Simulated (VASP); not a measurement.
A run of VASP 6.6.1:

Contents of INCAR:

```
SYSTEM = Ti
PREC = Accurate
ENCUT = 520
EDIFF = 1E-6
ISMEAR = 0
SIGMA = 0.05
LREAL = .False.
LASPH = .True.
NELM = 100
ALGO = Normal
ISIF = 2
LWAVE = .False.
LCHARG = .False.
GGA = CA
NBANDS = 25
```

The input KPOINTS:

```
Automatic mesh
0
Gamma
  7 7 9
  0 0 0
```

The input POSCAR:

```
Ti
1.0
    4.4523328800      0.0000000000      0.0000000000
   -2.2261664400      3.8558333802      0.0000000000
    0.0000000000      0.0000000000      2.7695463481
Ti
3
Direct
    0.0000000000      0.0000000000      0.0000000000
    0.3333333333      0.6666666667      0.5000000000
    0.6666666667      0.3333333333      0.5000000000
```

Potentials or basis: VASP PAW LDA potentials, release 64 (Ti_sv).

Command:

```console
$ cat potpaw_LDA.64/Ti_sv/POTCAR > POTCAR
$ mpirun -np 1 vasp_std > vasp.out
```

Hardware: 1 thread of Intel(R) Xeon(R) 6975P-C (Granite Rapids), on a shared host.

Q: Estimate the wall time of this run.

A: Run time: 25 s on 1 thread of Intel(R) Xeon(R) 6975P-C (Granite Rapids), with other jobs on the host, peak memory 0.17 GiB. Counts: scf iterations 15, k points 40.
